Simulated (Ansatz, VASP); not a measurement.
# KF: VASP beside Ansatz

```
K F
1.0
     3.67731    0.00000    0.00000
    -1.83866    3.18465    0.00000
     0.00000    0.00000    3.36956
K F
1 1
Direct
  0.00000 0.00000 0.00000
  0.66667 0.33333 0.50000
```

Change from the starting cell: species swapped into the WC type (P-6m2, No. 187).

Alike in both runs: functional PBE; k mesh 5 × 5 × 4; occupations gaussian, width 0.15 eV; no spin polarisation.

Ansatz relaxed the structure, and its values are those at the end. VASP's run is a single point on that final structure, the one shown.

```csv
,VASP,Ansatz
version,VASP 6.6.1,Ansatz 0.2.0
potentials or method,"VASP PAW PBE potentials, release 64 (K_sv, F), cutoff 600 eV","scalar-relativistic, plane waves, PAW"
valence electrons in the cell,16,16
```

Ansatz gave:

- gap on the k mesh at the Fermi level (eV): 5.68
- least direct gap on the mesh (eV): 5.68
- pressure (GPa): 0.1

Q: What did VASP give for the same quantities?

A: gap on the k mesh at the Fermi level (eV): 5.67; least direct gap on the mesh (eV): 5.67; pressure (GPa): 0.1.

The functional is the same, so the differences come from potentials, cutoffs and numerics.

The k mesh is coarse, so the values compare programs but aren't converged.
